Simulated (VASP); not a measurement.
Here is a VASP 6.6.1 calculation.

INCAR

```
PREC     = Accurate       # precision mode
ENCUT    = 520            # plane-wave cutoff, eV
EDIFF    = 1E-6           # SCF threshold, eV
ISMEAR   = 0              # smearing method
SIGMA    = 0.15           # smearing width, eV
LREAL    = F              # projectors in reciprocal space
LASPH    = T              # aspherical terms in the spheres
NELM     = 60             # most SCF steps
ALGO     = Normal         # electronic algorithm
ISIF     = 2              # what is computed and relaxed
LWAVE    = F              # write WAVECAR
LCHARG   = F              # write CHGCAR
GGA      = CA             # functional
NBANDS   = 12             # bands
```

KPOINTS

```
Automatic mesh
0
Gamma
  22 22 22
```

The input POSCAR:

```
Au
1.0
    0.0000000000      2.0455000000      2.0455000000
    2.0455000000      0.0000000000      2.0455000000
    2.0455000000      2.0455000000      0.0000000000
Au
1
Direct
    0.0000000000      0.0000000000      0.0000000000
```

Potentials or basis: VASP PAW LDA potentials, release 64 (Au).

The run is started by

```console
$ cat potpaw_LDA.64/Au/POTCAR > POTCAR
$ mpirun -np 1 vasp_std > vasp.out
```

Estimate the pressure.

-5.2 GPa.
